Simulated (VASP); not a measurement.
# MnO: single point with LDA

Crystal: MnO.

```xyz
4
Lattice="3.0780 0.0000 0.0000 -1.5390 2.6656 0.0000 0.0000 0.0000 5.2996" Properties=species:S:1:pos:R:3 pbc="T T T"
Mn    0.0000    0.0000    0.0000
Mn    0.0000    0.0000    2.6498
O     0.0000    1.7771    1.3249
O     1.5390    0.8885    3.9747
```

```yaml
Program: VASP 6.6.1
Task: single point
Functional: LDA
Potentials_or_basis: VASP PAW LDA potentials, release 64 (Mn_pv, O)
Cutoff: 520 eV
k_mesh: 12 × 12 × 8
Occupations: gaussian, width 0.05 eV
Spin: collinear spin, antiferromagnetic start
Starting_moments: "[4.35, -4.35, 0.0, 0.0] μB"
Dipole_correction: no
Further_INCAR_settings: ALGO = Normal; EDIFF = 1e-07; NBANDS = 31
```

| Item | Value |
| --- | --- |
| Pressure | -15.5 GPa |
| Band gap on the k mesh | 0.35 eV, direct |
| Net moment | 0.00 μB per cell |
| Site moments | Mn +4.08, -4.08; O +0.00 μB |
| Valence electrons inside the program's atomic spheres | Mn 11.43; O 4.92 |

Stress tensor (GPa, compression positive):
```
-15.00   0.00   0.00
  0.00 -15.00   0.00
  0.00   0.00 -16.55
```

Levels at points of the mesh, in eV from the valence-band top:
Spin up:
```csv
k point,band 17,band 18,band 19,band 20,band 21,band 22
"(0.00, 0.00, 0.00)",-2.05,-0.77,-0.77,0.77,1.65,1.65
"(0.50, 0.00, 0.00)",-1.24,-0.49,-0.35,0.81,2.41,2.43
"(0.00, 0.00, 0.50)",-1.97,-0.09,-0.09,0.83,1.45,1.45
"(0.50, 0.00, 0.50)",-1.16,-0.10,0.00,0.35,2.18,2.42
```
Spin down:
| k point | band 15 | band 16 | band 17 | band 18 | band 19 | band 20 | band 21 | band 22 | band 23 | band 24 |
| --- | --- | --- | --- | --- | --- | --- | --- | --- | --- | --- |
| (0.00, 0.00, 0.00) | -2.76 | -2.05 | -2.05 | -0.77 | -0.77 | 0.77 | 1.65 | 1.65 | 1.81 | 2.90 |
| (0.50, 0.00, 0.00) | -2.84 | -1.30 | -1.24 | -0.49 | -0.35 | 0.81 | 2.41 | 2.43 | 3.15 | 3.21 |
| (0.00, 0.00, 0.50) | -1.98 | -1.98 | -1.97 | -0.09 | -0.09 | 0.83 | 1.45 | 1.45 | 2.72 | 2.72 |
| (0.50, 0.00, 0.50) | -2.57 | -1.29 | -1.16 | -0.10 | 0.00 | 0.35 | 2.18 | 2.42 | 2.89 | 2.92 |

Run time: 5.4 min on 1 thread of Intel(R) Xeon(R) Platinum 8259CL CPU @ 2.50GHz (Skylake/Cascade Lake), on a shared host, peak memory 0.28 GiB.

A k mesh can miss the band edges.
